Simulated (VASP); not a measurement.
# BeS (F-43m) in VASP: a series of runs

Aim: see how the results for BeS move with the level of theory and the settings. Levels: PBE, PBEsol, r2SCAN. Tasks: single point.

All numbers are computed with VASP 6.6.1; they aren't measurements. Logs are shortened: lines on timing, memory, paths and dates and some standing lists are left out, and cuts for length are marked.

## 1. The cell of the first run

It takes space group F-43m (No. 216, cubic). Conventional cell: a = 4.869 Å, b = 4.869 Å, c = 4.869 Å, α = 90.00°, β = 90.00°, γ = 90.00°. Within 2.8 Å of Be (site symmetry -43m) lie 4 S at 2.11 Å. Within 2.8 Å of S (site symmetry -43m) lie 4 Be at 2.11 Å.

## 2. Single point, PBE

INCAR

```
PREC     = Accurate       # precision mode
ENCUT    = 520            # plane-wave cutoff, eV
EDIFF    = 1E-6           # SCF threshold, eV
ISMEAR   = 0              # smearing method
SIGMA    = 0.01           # smearing width, eV
LREAL    = F              # projectors in reciprocal space
LASPH    = T              # aspherical terms in the spheres
NELM     = 100            # most SCF steps
ALGO     = Normal         # electronic algorithm
ISIF     = 2              # what is computed and relaxed
LWAVE    = F              # write WAVECAR
LCHARG   = T              # write CHGCAR
GGA      = PE             # functional
LELF     = T              # ELF
LVHAR    = T            
NBANDS   = 11             # bands
```

KPOINTS

```
regular mesh
0
Gamma
  4 4 4
```

POSCAR

```
BeS
1.0
    0.0000000000      2.4343062304      2.4343062304
    2.4343062304      0.0000000000      2.4343062304
    2.4343062304      2.4343062304      0.0000000000
Be S
1 1
Direct
    0.0000000000      0.0000000000      0.0000000000
    0.2500000000      0.2500000000      0.2500000000
```

Potentials or basis: VASP PAW PBE potentials, release 64 (Be, S).

Run with:

```
$ cat potpaw_PBE.64/Be/POTCAR potpaw_PBE.64/S/POTCAR > POTCAR
$ mpirun -np 1 vasp_std > vasp.out
```

OUTCAR:

```text
PREC = Accurate
   ENCUT = 520
   EDIFF = 1E-6
   ISMEAR = 0
   LREAL = F
   LASPH = T
   NELM = 100
   ISIF = 2
   GGA = PE

 ion  position               nearest neighbor table
   1  0.000  0.000  0.000-   2 2.11   2 2.11   2 2.11   2 2.11
   2  0.250  0.250  0.250-   1 2.11   1 2.11   1 2.11   1 2.11

  LATTYP: Found a face centered cubic cell.
 ALAT       =     4.8686124608

  Lattice vectors:

 A1 = (   0.0000000000,   2.4343062304,   2.4343062304)
 A2 = (   2.4343062304,   0.0000000000,   2.4343062304)
 A3 = (   2.4343062304,   2.4343062304,   0.0000000000)

Analysis of symmetry for initial positions (statically):
=====================================================================
 Subroutine PRICEL returns:
 Original cell was already a primitive cell.

 Routine SETGRP: Setting up the symmetry group for a
 face centered cubic supercell.

 Subroutine GETGRP returns: Found 24 space group operations
 (whereof 24 operations were pure point group operations)
 out of a pool of 48 trial point group operations.

The static configuration has the point symmetry T_d .

Analysis of symmetry for dynamics (positions and initial velocities):
=====================================================================
 Subroutine PRICEL returns:
 Original cell was already a primitive cell.

 Routine SETGRP: Setting up the symmetry group for a
 face centered cubic supercell.

 Subroutine GETGRP returns: Found 24 space group operations
 (whereof 24 operations were pure point group operations)
 out of a pool of 48 trial point group operations.

The dynamic configuration has the point symmetry T_d .

 Subroutine INISYM returns: Found 24 space group operations
 (whereof 24 operations are pure point group operations),
 and found     1 'primitive' translations

----------------------------------------------------------------------------------------

                                     Primitive cell

  volume of cell :      28.8507

  direct lattice vectors                    reciprocal lattice vectors
     0.000000000  2.434306230  2.434306230    -0.205397330  0.205397330  0.205397330
     2.434306230  0.000000000  2.434306230     0.205397330 -0.205397330  0.205397330
     2.434306230  2.434306230  0.000000000     0.205397330  0.205397330 -0.205397330

  length of vectors
     3.442628886  3.442628886  3.442628886     0.355758611  0.355758611  0.355758611

  position of ions in fractional coordinates (direct lattice)
     0.000000000  0.000000000  0.000000000
     0.250000000  0.250000000  0.250000000

  ion indices of the primitive-cell ions
   primitive index   ion index
                 1           1
                 2           2

----------------------------------------------------------------------------------------

 KPOINTS: regular mesh

Automatic generation of k-mesh.
 Grid dimensions read from file:
 generate k-points for:    4    4    4

 Generating k-lattice:

  Cartesian coordinates                     Fractional coordinates (reciprocal lattice)
    -0.051349332  0.051349332  0.051349332     0.250000000  0.000000000  0.000000000
     0.051349332 -0.051349332  0.051349332     0.000000000  0.250000000  0.000000000
     0.051349332  0.051349332 -0.051349332     0.000000000  0.000000000  0.250000000

  Length of vectors
     0.088939653  0.088939653  0.088939653

  Shift w.r.t. Gamma in fractional coordinates (k-lattice)
     0.000000000  0.000000000  0.000000000

 Subroutine IBZKPT returns following result:
 ===========================================

 Found      8 irreducible k-points:

 Following reciprocal coordinates:
            Coordinates               Weight
  0.000000  0.000000  0.000000      1.000000
  0.250000  0.000000  0.000000      8.000000
  0.500000  0.000000  0.000000      4.000000
  0.250000  0.250000  0.000000      6.000000
  0.500000  0.250000  0.000000     24.000000
 -0.250000  0.250000  0.000000     12.000000
  0.500000  0.500000  0.000000      3.000000
 -0.250000  0.500000  0.250000      6.000000
   k-points           NKPTS =      8   k-points in BZ     NKDIM =      8   number of bands    NBANDS=     11
   number of dos      NEDOS =    301   number of ions     NIONS =      2
   total plane-waves  NPLWV =  21952
   dimension x,y,z NGX =    28 NGY =   28 NGZ =   28
   dimension x,y,z NGXF=    56 NGYF=   56 NGZF=   56
   ions per type =               1   1
   NGX,Y,Z   is equivalent  to a cutoff of  13.52, 13.52, 13.52 a.u.
   NGXF,Y,Z  is equivalent  to a cutoff of  27.04, 27.04, 27.04 a.u.
 SYSTEM =  unknown system
   PREC   = accura    normal or accurate (medium, high low for compatibility)
   ISTART =      0    job   : 0-new  1-cont  2-samecut
   ICHARG =      2    charge: 1-file 2-atom 10-const
   ISPIN  =      1    spin polarized calculation?
   LNONCOLLINEAR =      F non collinear calculations
   LSORBIT =      F    spin-orbit coupling
   LASPH  =      T    aspherical Exc in radial PAW
   ENCUT  =  520.0 eV  38.22 Ry    6.18 a.u.   6.40  6.40  6.40*2*pi/ulx,y,z
   NELM   =    100;   NELMIN=  2; NELMDL= -5     # of ELM steps
   EDIFF  = 0.1E-05   stopping-criterion for ELM
   LREAL  =      F    real-space projection
   EDIFFG = 0.1E-04   stopping-criterion for IOM
   NSW    =      0    number of steps for IOM
   IBRION =     -1    ionic relax: 0-MD 1-quasi-New 2-CG
   NFREE  =      0    steps in history (QN), initial steepest desc. (CG)
   ISIF   =      2    stress and relaxation
   ISYM   =      2    0-nonsym 1-usesym 2-fastsym
   POTIM  = 0.5000    time-step for ionic-motion
   TEBEG  =    0.0;   TEEND  =   0.0 temperature during run
   PSTRESS=    0.0 pullay stress
   NELECT =       8.0000    total number of electrons
   NUPDOWN=      -1.0000    fix difference up-down
   EMIN   =  10.00;   EMAX   =-10.00  energy-range for DOS
   EFERMI =   0.00;   METHOD = LEGACY
   ISMEAR =     0;   SIGMA  =   0.01  broadening in eV -4-tet -1-fermi 0-gaus
   EFERMI_NEDOS =   21; number of points for ismear=-14 and -15
   IALGO  =     38    algorithm
   IMIX   =      4    mixing-type and parameters
     AMIX     =   0.40;   BMIX     =  1.00
     AMIX_MAG =   1.60;   BMIX_MAG =  1.00
  volume/ion in A,a.u.               =      14.43        97.35
  Fermi-wavevector in a.u.,A,eV,Ry     =   1.067545  2.017368 15.505918  1.139653
  Thomas-Fermi vector in A             =   2.203165
   LORBIT       =      0    0 simple, 1 ext, 2 COOP (PROOUT), +10 PAW based schemes
   GGA     = PE    functional components
   LHFCALC =     F    Hartree Fock is set to
   AEXX    =    0.0000 exact exchange contribution
   IVDW    =     0    specifies the selected vdW correction
   LEPSILON=     F    determine dielectric tensor
   LRPA    =     F    only Hartree local field effects (RPA)
 non-spin polarized calculation
 Gauss-broadening in eV      SIGMA  =   0.01
  energy-cutoff  :      520.00
  volume of cell :       28.85
 maximum number of plane-waves:       784
 NGX is ok and might be reduce to    28
   NGX = 13   NGY = 13   NGZ = 13

 number of electron       7.9999999 magnetization

 Free energy of the ion-electron system (eV)
  ---------------------------------------------------
  ext. energy  EPLUGINS =         0.00000000
  ---------------------------------------------------
  free energy    TOTEN  =        -9.96368835 eV

  energy without entropy =       -9.96368835  energy(sigma->0) =       -9.96368835

 E-fermi :   4.1394     XC(G=0):  -9.6736

 val. band max:        4.0792331905   @ k =   0.0000   0.0000   0.0000
 cond. band min:       7.2025028602   @ k =   0.5000   0.5000   0.0000
 fundamental gap:      3.1232696697
 Fermi energy:         4.1394253286

 k-point     1 :       0.0000    0.0000    0.0000
  band No.  band energies     occupation
      1      -9.5385      2.00000
      2       4.0792      2.00000
      3       4.0792      2.00000
      4       4.0792      2.00000
      5       9.7390      0.00000
      6       9.7390      0.00000
      7       9.7390      0.00000
      8       9.8636      0.00000
      9      16.8594      0.00000
     10      16.8594      0.00000
     11      18.8487      0.00000

 k-point     2 :       0.2500    0.0000    0.0000
  band No.  band energies     occupation
      1      -8.8825      2.00000
      2       0.8070      2.00000
      3       3.4907      2.00000
      4       3.4907      2.00000
      5       9.5907      0.00000
      6      10.6313      0.00000
      7      10.6313      0.00000
      8      13.2613      0.00000
      9      15.9377      0.00000
     10      15.9377      0.00000
     11      18.2731      0.00000

 k-point     3 :       0.5000    0.0000    0.0000
  band No.  band energies     occupation
      1      -7.9562      2.00000
      2      -1.6433      2.00000
      3       3.0583      2.00000
      4       3.0583      2.00000
      5       9.5065      0.00000
      6      10.6305      0.00000
      7      10.6305      0.00000
      8      15.2250      0.00000
      9      18.9565      0.00000
     10      18.9565      0.00000
     11      19.1599      0.00000

 k-point     4 :       0.2500    0.2500    0.0000
  band No.  band energies     occupation
      1      -8.6643      2.00000
      2       1.3609      2.00000
      3       2.4895      2.00000
      4       2.4895      2.00000
      5       8.5248      0.00000
      6      10.6629      0.00000
      7      12.7482      0.00000
      8      12.7482      0.00000
      9      15.1938      0.00000
     10      18.1534      0.00000
     11      20.9276      0.00000

 k-point     5 :       0.5000    0.2500    0.0000
  band No.  band energies     occupation
      1      -7.7237      2.00000
      2      -0.7647      2.00000
      3       1.2036      2.00000
      4       2.1430      2.00000
      5       8.8136      0.00000
      6      11.8295      0.00000
      7      13.2011      0.00000
      8      13.2566      0.00000
      9      17.8075      0.00000
     10      19.0798      0.00000
     11      20.3065      0.00000

 k-point     6 :      -0.2500    0.2500    0.0000
  band No.  band energies     occupation
      1      -8.0453      2.00000
      2      -0.2931      2.00000
      3       1.0227      2.00000
      4       2.9785      2.00000
      5       9.9303      0.00000
      6      11.8973      0.00000
      7      12.3967      0.00000
      8      13.1837      0.00000
      9      15.0771      0.00000
     10      17.7080      0.00000
     11      20.6948      0.00000

 k-point     7 :       0.5000    0.5000    0.0000
  band No.  band energies     occupation
      1      -7.4232      2.00000
      2      -0.8894      2.00000
      3       1.4724      2.00000
      4       1.4724      2.00000
      5       7.2025      0.00000
      6       8.9936      0.00000
      7      16.7599      0.00000
      8      16.7599      0.00000
      9      19.4866      0.00000
     10      20.4043      0.00000
     11      20.9075      0.00000

 k-point     8 :      -0.2500    0.5000    0.2500
  band No.  band energies     occupation
      1      -7.3701      2.00000
      2      -0.1385      2.00000
      3       0.2648      2.00000
      4       0.7805      2.00000
      5      10.5348      0.00000
      6      12.1777      0.00000
      7      12.4654      0.00000
      8      12.8688      0.00000
      9      18.3810      0.00000
     10      18.3867      0.00000
     11      21.0723      0.00000

------------------------ aborting loop because EDIFF is reached ----------------------------------------

  FORCE on cell =-STRESS in cart. coord.  units (eV):
  Direction    XX          YY          ZZ          XY          YZ          ZX
  --------------------------------------------------------------------------------------
  -------------------------------------------------------------------------------------
  Total        0.1760412      0.1760412      0.1760412     -0.0000000      0.0000000      0.0000000
  in kB        9.7761840      9.7761840      9.7761840     -0.0000000      0.0000000      0.0000000
  external PRESSURE =       9.7761840 kB  Pullay stress =       0.0000000 kB

 VOLUME and BASIS-vectors are now :
 -----------------------------------------------------------------------------
  energy-cutoff  :      520.00
  volume of cell :       28.85
      direct lattice vectors                 reciprocal lattice vectors
     0.000000000  2.434306230  2.434306230    -0.205397330  0.205397330  0.205397330
     2.434306230  0.000000000  2.434306230     0.205397330 -0.205397330  0.205397330
     2.434306230  2.434306230  0.000000000     0.205397330  0.205397330 -0.205397330

 POSITION                                       TOTAL-FORCE (eV/Angst)
 -----------------------------------------------------------------------------------
      0.00000      0.00000      0.00000         0.000000      0.000000      0.000000
      1.21715      1.21715      1.21715        -0.000000     -0.000000     -0.000000
 -----------------------------------------------------------------------------------
    total drift:                                0.000000      0.000000      0.000000

  FREE ENERGIE OF THE ION-ELECTRON SYSTEM (eV)
  ---------------------------------------------------
  free  energy   TOTEN  =        -9.9636883462 eV

  energy  without entropy=       -9.9636883462  energy(sigma->0) =       -9.96368835
```

Wall time 10 s (1 thread of AMD EPYC 7R13, shared host); peak memory 0.11 GiB.

What came out:

```yaml
Free_energy: -9.9637 eV
Pressure: 1.0 GPa
Band_gap_on_the_k_mesh: 3.12 eV, indirect (least direct gap 5.66 eV)
```

Levels at points of the mesh, in eV from the valence-band top:
| k point | band 2 | band 3 | band 4 | band 5 | band 6 | band 7 |
| --- | --- | --- | --- | --- | --- | --- |
| (0.00, 0.00, 0.00) | 0.00 | 0.00 | 0.00 | 5.66 | 5.66 | 5.66 |
| (0.50, 0.00, 0.00) | -5.72 | -1.02 | -1.02 | 5.43 | 6.55 | 6.55 |
| (0.50, 0.50, 0.00) | -4.97 | -2.61 | -2.61 | 3.12 | 4.91 | 12.68 |

Caveat: the k points lie up to 0.56 Å⁻¹ apart. A k mesh can miss the band edges.

[end of part 1 of 3]
